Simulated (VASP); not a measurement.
Crystal: In.

```xyz
4
Lattice="3.4120 -2.0348 0.0000 3.4120 2.0348 0.0000 -1.9058 0.0000 8.8339" Properties=species:S:1:pos:R:3 pbc="T T T"
In    0.1541    0.0000    0.8799
In    4.7641    0.0000    7.9541
In    2.3026    0.0000    5.3004
In    2.6156    0.0000    3.5336
```

- Program: VASP 6.6.1
- Task: relaxation of cell and atoms
- Functional: PBE
- Potentials or basis: VASP PAW PBE potentials, release 64 (In_d)
- Cutoff: 600 eV
- k mesh: 6 × 6 × 2
- Occupations: gaussian, width 0.1 eV
- Spin: no spin polarisation

At the start: pressure 52.1 GPa; volume 30.67 Å³/atom.

Problem. Where does the relaxation end?

Solution. Over 57 steps the energy falls by 5511.1 meV/atom and the volume is 32.05 Å³/atom (+4.5 %); space group C2/m (No. 12, to 0.05 Å).

Step by step:
```tsv
step	energy change (eV)	largest force (eV/Å)	pressure (GPa)	volume (Å³)
1	0.0000	37.3164	52.11	122.66
3	-11.1491	4.2863	26.46	195.41
5	-19.1137	1.6606	-0.12	322.53
7	-19.1487	1.6594	0.49	309.96
9	-19.5937	0.1790	-0.46	320.49
11	-19.6789	0.1265	-0.04	297.07
13	-19.8699	0.3771	1.31	207.77
15	-19.9069	0.3930	1.35	199.81
17	-20.6827	1.0693	5.65	124.93
19	-20.7220	1.0944	6.32	121.45
21	-20.7562	1.0861	6.63	119.73
23	-20.8628	1.1600	8.69	111.99
25	-20.9202	1.1721	9.24	110.12
27	-21.2965	0.9533	6.97	112.14
29	-21.4820	1.1337	5.31	114.94
31	-21.7442	0.5711	1.91	122.86
33	-21.8206	0.3266	-0.47	131.82
35	-21.8312	0.3330	-0.31	131.05
37	-21.8958	0.3498	0.01	128.92
39	-21.9022	0.3615	0.22	128.30
41	-21.9622	0.1694	-0.34	130.13
43	-21.9802	0.1216	-0.65	131.97
45	-22.0239	0.0840	-0.17	129.80
47	-22.0346	0.0889	0.36	127.77
49	-22.0377	0.0643	0.10	128.65
51	-22.0407	0.0404	-0.10	129.39
53	-22.0420	0.0754	0.09	128.43
55	-22.0431	0.0506	0.03	128.43
57	-22.0443	0.0372	0.04	128.19
```

Final structure:
```yaml
crystal:
  lattice:
    - [4.38174, -2.56381, 0.32284]
    - [4.38174, 2.56381, 0.32284]
    - [-1.95636, 0.00000, 5.56135]
  atoms:
    - { symbol: In, position: [0.15279, 0.15279, 0.34029] }
    - { symbol: In, position: [0.84721, 0.84721, 0.65971] }
    - { symbol: In, position: [0.53227, 0.53227, 0.77012] }
    - { symbol: In, position: [0.46773, 0.46773, 0.22988] }
```
